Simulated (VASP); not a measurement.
# YN (Fm-3m) in VASP: notebook

The runs below take YN through G0W0 quasiparticle levels, with PBE.

Everything below comes from runs of VASP 6.6.1. Logs are shortened: lines on timing, memory, paths and dates and some standing lists are left out, and cuts for length are marked.

## Step 1: The cell of the first run

It takes space group Fm-3m (No. 225, cubic). The conventional cell has a = 4.896 Å, b = 4.896 Å, c = 4.896 Å, α = 90.00°, β = 90.00°, γ = 90.00°. Within 3.2 Å of Y (site symmetry m-3m) lie 6 N at 2.45 Å. N (site symmetry m-3m) has 6 Y at 2.45 Å within 3.2 Å.

## Step 2: G0W0 quasiparticle levels, PBE

The input, POSCAR:

```
YN
1.0
    0.0000000000      2.4480481452      2.4480481452
    2.4480481452      0.0000000000      2.4480481452
    2.4480481452      2.4480481452      0.0000000000
Y N
1 1
Direct
    0.0000000000      0.0000000000      0.0000000000
    0.5000000000      0.5000000000      0.5000000000
```

The input, INCAR.step1:

```
SYSTEM = YN
  ALGO = Normal
  EDIFF = 1E-8
  ENCUT = 500
  GGA = PE
  ISMEAR = 0
  LASPH = .True.
  LCHARG = .False.
  LREAL = .False.
  LWAVE = .True.
  NELM = 80
  PREC = Accurate
  SIGMA = 0.01
```

The input, INCAR.step2:

```
SYSTEM = YN
  ALGO = Exact
  EDIFF = 1E-8
  ENCUT = 500
  GGA = PE
  ISMEAR = 0
  ISTART = 1
  LASPH = .True.
  LCHARG = .False.
  LOPTICS = .True.
  LREAL = .False.
  LWAVE = .True.
  NBANDS = 68
  NELM = 1
  PREC = Accurate
  SIGMA = 0.01
```

The input, INCAR.step3:

```
SYSTEM = YN
  ALGO = EVGW0
  EDIFF = 1E-8
  ENCUT = 500
  ENCUTGW = 80.0
  GGA = PE
  ISMEAR = 0
  ISTART = 1
  LASPH = .True.
  LCHARG = .False.
  LREAL = .False.
  LWAVE = .False.
  NBANDS = 68
  NBANDSGW = 16
  NELMGW = 1
  NOMEGA = 48
  PREC = Accurate
  PRECFOCK = Fast
  SIGMA = 0.01
```

The input, KPOINTS:

```
k-points
0
Gamma
  4 4 4
  0 0 0
```

Potentials or basis: VASP PAW PBE potentials, release 64 (Y_sv_GW, N_GW).

Command:

```bash
cat potpaw_PBE.64/Y_sv_GW/POTCAR potpaw_PBE.64/N_GW/POTCAR > POTCAR
cp INCAR.step1 INCAR
mpirun -np 1 vasp_std > vasp.out
cp INCAR.step2 INCAR
mpirun -np 1 vasp_std > vasp.out
cp INCAR.step3 INCAR
mpirun -np 1 vasp_std > vasp.out
```

OUTCAR:

```text
SYSTEM = YN
   EDIFF = 1E-8
   ENCUT = 500
   ENCUTGW = 80.0
   GGA = PE
   ISMEAR = 0
   ISTART = 1
   LASPH = .True.
   LREAL = .False.
   NELMGW = 1
   PREC = Accurate
   PRECFOCK = Fast

 ion  position               nearest neighbor table
   1  0.000  0.000  0.000-
   2  0.500  0.500  0.500-

  LATTYP: Found a face centered cubic cell.
 ALAT       =     4.8960962904

  Lattice vectors:

 A1 = (   0.0000000000,   2.4480481452,   2.4480481452)
 A2 = (   2.4480481452,   0.0000000000,   2.4480481452)
 A3 = (   2.4480481452,   2.4480481452,   0.0000000000)

Analysis of symmetry for initial positions (statically):
=====================================================================
 Subroutine PRICEL returns:
 Original cell was already a primitive cell.

 Routine SETGRP: Setting up the symmetry group for a
 face centered cubic supercell.

 Subroutine GETGRP returns: Found 48 space group operations
 (whereof 48 operations were pure point group operations)
 out of a pool of 48 trial point group operations.

The static configuration has the point symmetry O_h .

Analysis of symmetry for dynamics (positions and initial velocities):
=====================================================================
 Subroutine PRICEL returns:
 Original cell was already a primitive cell.

 Routine SETGRP: Setting up the symmetry group for a
 face centered cubic supercell.

 Subroutine GETGRP returns: Found 48 space group operations
 (whereof 48 operations were pure point group operations)
 out of a pool of 48 trial point group operations.

The dynamic configuration has the point symmetry O_h .

 Subroutine INISYM returns: Found 48 space group operations
 (whereof 48 operations are pure point group operations),
 and found     1 'primitive' translations

----------------------------------------------------------------------------------------

                                     Primitive cell

  volume of cell :      29.3420

  direct lattice vectors                    reciprocal lattice vectors
     0.000000000  2.448048145  2.448048145    -0.204244349  0.204244349  0.204244349
     2.448048145  0.000000000  2.448048145     0.204244349 -0.204244349  0.204244349
     2.448048145  2.448048145  0.000000000     0.204244349  0.204244349 -0.204244349

  length of vectors
     3.462062888  3.462062888  3.462062888     0.353761590  0.353761590  0.353761590

  position of ions in fractional coordinates (direct lattice)
     0.000000000  0.000000000  0.000000000
     0.500000000  0.500000000  0.500000000

  ion indices of the primitive-cell ions
   primitive index   ion index
                 1           1
                 2           2

----------------------------------------------------------------------------------------

 KPOINTS: k-points

Automatic generation of k-mesh.
 Grid dimensions read from file:
 generate k-points for:    4    4    4

 Generating k-lattice:

  Cartesian coordinates                     Fractional coordinates (reciprocal lattice)
    -0.051061087  0.051061087  0.051061087     0.250000000  0.000000000  0.000000000
     0.051061087 -0.051061087  0.051061087     0.000000000  0.250000000  0.000000000
     0.051061087  0.051061087 -0.051061087     0.000000000  0.000000000  0.250000000

  Length of vectors
     0.088440397  0.088440397  0.088440397

  Shift w.r.t. Gamma in fractional coordinates (k-lattice)
     0.000000000  0.000000000  0.000000000

 Subroutine IBZKPT returns following result:
 ===========================================

 Found      8 irreducible k-points:

 Following reciprocal coordinates:
            Coordinates               Weight
  0.000000  0.000000  0.000000      1.000000
  0.250000  0.000000  0.000000      8.000000
  0.500000  0.000000  0.000000      4.000000
  0.250000  0.250000  0.000000      6.000000
  0.500000  0.250000  0.000000     24.000000
 -0.250000  0.250000  0.000000     12.000000
  0.500000  0.500000  0.000000      3.000000
 -0.250000  0.500000  0.250000      6.000000
   k-points           NKPTS =      8   k-points in BZ     NKDIM =     64   number of bands    NBANDS=     68
   number of dos      NEDOS =    301   number of ions     NIONS =      2
   total plane-waves  NPLWV =  21952
   dimension x,y,z NGX =    28 NGY =   28 NGZ =   28
   dimension x,y,z NGXF=    56 NGYF=   56 NGZF=   56
   ions per type =               1   1
   NGX,Y,Z   is equivalent  to a cutoff of  13.45, 13.45, 13.45 a.u.
   NGXF,Y,Z  is equivalent  to a cutoff of  26.89, 26.89, 26.89 a.u.
 SYSTEM =  YN
   PREC   = accura    normal or accurate (medium, high low for compatibility)
   ISTART =      1    job   : 0-new  1-cont  2-samecut
   ICHARG =      0    charge: 1-file 2-atom 10-const
   ISPIN  =      1    spin polarized calculation?
   LNONCOLLINEAR =      F non collinear calculations
   LSORBIT =      F    spin-orbit coupling
   LASPH  =      T    aspherical Exc in radial PAW
   ENCUT  =  500.0 eV  36.75 Ry    6.06 a.u.   6.31  6.31  6.31*2*pi/ulx,y,z
   NELM   =     60;   NELMIN=  2; NELMDL=  0     # of ELM steps
   EDIFF  = 0.1E-07   stopping-criterion for ELM
   LREAL  =      F    real-space projection
   EDIFFG = 0.1E-06   stopping-criterion for IOM
   NSW    =      0    number of steps for IOM
   IBRION =     -1    ionic relax: 0-MD 1-quasi-New 2-CG
   NFREE  =      0    steps in history (QN), initial steepest desc. (CG)
   ISIF   =      0    stress and relaxation
   ISYM   =      3    0-nonsym 1-usesym 2-fastsym
   POTIM  = 0.5000    time-step for ionic-motion
   TEBEG  =    0.0;   TEEND  =   0.0 temperature during run
   PSTRESS=    0.0 pullay stress
   NELECT =      16.0000    total number of electrons
   NUPDOWN=      -1.0000    fix difference up-down
   EMIN   =  10.00;   EMAX   =-10.00  energy-range for DOS
   EFERMI =   0.00;   METHOD = LEGACY
   ISMEAR =     0;   SIGMA  =   0.01  broadening in eV -4-tet -1-fermi 0-gaus
   EFERMI_NEDOS =   21; number of points for ismear=-14 and -15
   IALGO  =     38    algorithm
   IMIX   =      4    mixing-type and parameters
     AMIX     =   0.40;   BMIX     =  1.00
     AMIX_MAG =   1.60;   BMIX_MAG =  1.00
  volume/ion in A,a.u.               =      14.67        99.00
  Fermi-wavevector in a.u.,A,eV,Ry     =   1.337473  2.527457 24.338547  1.788833
  Thomas-Fermi vector in A             =   2.466019
   LORBIT       =      0    0 simple, 1 ext, 2 COOP (PROOUT), +10 PAW based schemes
   GGA     = PE    functional components
   LHFCALC =     T    Hartree Fock is set to
   PRECFOCK=fast      Normal, Fast or Accurate (Low or Medium for compatibility)
   ENCUT4O =  -1.0   cutoff for four orbital integrals eV
   NKREDX  =     1    reduce k-point grid by
   NKREDY  =     1    reduce k-point grid by
   NKREDZ  =     1    reduce k-point grid by
   AEXX    =    1.0000 exact exchange contribution
   HFSCREEN=    0.0000 screening length (either q_TF or 0.3 A-1)
   HFSCREENC=   0.0000 screening length for correlation (either q_TF or 0.3 A-1)
   ENCUTFOCK=  -1.0 apply spherical cutoff to Coloumb kernel
   IVDW    =     0    specifies the selected vdW correction
   LEPSILON=     F    determine dielectric tensor
   LRPA    =     F    only Hartree local field effects (RPA)
   LRPAFORCE           =     F    calculate RPA forces
   ENCUTGW             =  80.0    cutoff for response function in eV
   ENCUTGWSOFT         =  64.0    soft cutoff for Coulomb kernel in GW response function in eV
   ENCUTLF             =  -1.0    cutoff for local field effects
   NELMGW              =     1    number of iterations in solving QP/BSE equation
   NELMHF              =     1    number of iterations in the inner HF iteration
   NKREDLFX            =     1    NKREDLFY  =   1   NKREDLFZ  =   1
 non-spin polarized calculation
 Gauss-broadening in eV      SIGMA  =   0.01
  energy-cutoff  :      500.00
  volume of cell :       29.34
 maximum number of plane-waves:       754
 NGX is ok and might be reduce to    28
  NGX = 14; NGY = 14; NGZ = 14
   NGX = 13   NGY = 13   NGZ = 13
 maximum number of plane-waves:        59
 NGX is ok and might be reduce to    10

 QP shifts <psi_nk| G(iteration)W_0 |psi_nk>: iteration 1
 for sc-GW calculations column KS-energies equals QP-energies in previous step
 and V_xc(KS)=  KS-energies - (<T + V_ion + V_H > + <T+V_H+V_ion>^1  + <V_x>^1)

 k-point   1 :       0.0000    0.0000    0.0000
  band No.  KS-energies  QP-energies   sigma(KS)   V_xc(KS)     V^pw_x(r,r')   Z            occupation Imag(sigma)

      1     -33.2682     -34.2527     -20.8470     -19.2589     -31.8905       0.6199       2.0000       1.3202
      2     -12.9325     -14.1003     -19.8312     -18.2144     -25.4619       0.7223       2.0000       0.5523
      3     -12.9325     -14.1003     -19.8312     -18.2144     -25.4619       0.7223       2.0000       0.5523
      4     -12.9325     -14.1003     -19.8312     -18.2144     -25.4619       0.7223       2.0000       0.5523
      5      -5.2529      -5.8892     -16.8462     -15.8720     -25.0662       0.6532       2.0000       1.1869
      6       7.6291       7.6556     -16.4438     -16.4798     -19.6921       0.7359       2.0000       0.2444
[... 8 lines left out ...]
     15      18.3844      18.3955      -8.1329      -8.1466      -2.3745       0.8072       0.0000      -0.6973
     16      30.8215      32.6431     -11.8446     -14.0607      -5.5287       0.8220       0.0000      -1.5003

 k-point   2 :       0.2500    0.0000    0.0000
  band No.  KS-energies  QP-energies   sigma(KS)   V_xc(KS)     V^pw_x(r,r')   Z            occupation Imag(sigma)

      1     -33.2108     -34.1989     -20.8962     -19.3110     -31.9162       0.6233       2.0000       1.3204
      2     -13.5232     -14.6528     -19.2458     -17.6688     -25.3068       0.7163       2.0000       0.7251
      3     -12.9746     -14.1429     -19.7956     -18.1767     -25.4240       0.7217       2.0000       0.5442
      4     -12.9746     -14.1429     -19.7956     -18.1767     -25.4240       0.7217       2.0000       0.5442
      5      -4.3863      -5.0413     -17.6208     -16.6539     -25.3846       0.6774       2.0000       1.0653
      6       5.1876       4.9151     -14.4182     -14.0452     -17.7394       0.7305       2.0000       0.3288
[... 8 lines left out ...]
     15      21.2305      21.7506      -9.9238     -10.5773      -3.8007       0.7958       0.0000      -0.8934
     16      25.7139      26.4002     -10.0163     -10.8561      -3.8145       0.8172       0.0000      -1.0189

 k-point   3 :       0.5000    0.0000    0.0000
  band No.  KS-energies  QP-energies   sigma(KS)   V_xc(KS)     V^pw_x(r,r')   Z            occupation Imag(sigma)

      1     -33.1517     -34.1432     -20.9459     -19.3624     -31.9422       0.6261       2.0000       1.3201
      2     -14.0351     -15.1393     -18.8161     -17.2670     -25.1912       0.7128       2.0000       0.8548
      3     -13.0157     -14.1838     -19.7606     -18.1404     -25.3867       0.7210       2.0000       0.5357
      4     -13.0157     -14.1838     -19.7606     -18.1404     -25.3867       0.7210       2.0000       0.5357
      5      -3.5248      -4.1557     -18.3538     -17.4543     -25.7972       0.7014       2.0000       0.9616
      6       3.5419       3.1148     -13.5801     -12.9936     -17.4437       0.7282       2.0000       0.4935
[... 74 lines left out ...]
      1     -33.1143     -34.1140     -20.9775     -19.3925     -31.9591       0.6307       2.0000       1.3347
      2     -13.7661     -14.9581     -19.1299     -17.4609     -25.1054       0.7142       2.0000       0.7260
      3     -13.2528     -14.4222     -19.5741     -17.9413     -25.3260       0.7162       2.0000       0.6046
      4     -13.2528     -14.4222     -19.5741     -17.9413     -25.3260       0.7162       2.0000       0.6046
      5      -4.8345      -5.4298     -17.2542     -16.3497     -25.4314       0.6582       2.0000       1.1436
      6       6.1004       5.8307     -15.5294     -15.1593     -19.1490       0.7288       2.0000       0.2936
[... 8 lines left out ...]
     15      18.9693      19.7233     -11.2728     -12.2248      -5.7080       0.7921       0.0000      -0.4639
     16      23.9483      24.6835     -11.1743     -12.1141      -4.5243       0.7822       0.0000      -1.0686

 k-point   8 :      -0.2500    0.5000    0.2500
  band No.  KS-energies  QP-energies   sigma(KS)   V_xc(KS)     V^pw_x(r,r')   Z            occupation Imag(sigma)

      1     -33.1138     -34.1139     -20.9778     -19.3936     -31.9593       0.6313       2.0000       1.3313
      2     -13.5155     -14.6974     -19.3401     -17.6878     -25.2000       0.7153       2.0000       0.6663
      3     -13.5155     -14.6974     -19.3401     -17.6878     -25.2000       0.7153       2.0000       0.6663
      4     -13.3349     -14.4746     -19.4437     -17.8523     -25.3521       0.7161       2.0000       0.6519
      5      -4.3512      -4.9615     -17.6940     -16.7845     -25.5821       0.6711       2.0000       1.0674
      6       5.4720       5.2867     -15.2074     -14.9504     -18.8209       0.7211       2.0000       0.3358
[... 8 lines left out ...]
     15      20.9223      21.7834     -11.7802     -12.8910      -5.4734       0.7753       0.0000      -0.8963
     16      20.9223      21.7834     -11.7802     -12.8910      -5.4734       0.7753       0.0000      -0.8963
```

It took 62 s on 1 thread of Intel Xeon 6975P-C, shared host; peak memory 0.24 GiB.

What came out:

- Band gap on the k mesh, mean-field level: 0.13 eV, indirect (least direct gap 0.53 eV)
- Quasiparticle gap: 0.40 eV
- Least direct quasiparticle gap: 0.88 eV

Levels at points of the mesh, in eV from the valence-band top:
```
           k point  band 5  band 6  band 7  band 8  band 9  band 10  band 11  band 12
(0.00, 0.00, 0.00)  -12.88    0.00    0.00    0.00    3.06     3.06     3.06     4.10
(0.50, 0.00, 0.00)  -11.15   -4.09   -2.26   -2.26    5.64     6.28     6.28     6.64
(0.50, 0.50, 0.00)  -12.46   -1.53   -0.40   -0.40    0.13     6.76     7.13     7.80
```

Caveat: the k points lie up to 0.56 Å⁻¹ apart; bands, screening cutoff and mesh are small and nothing is extrapolated, so the quasiparticle values aren't converged.

(Continued in part 2 of 2.)
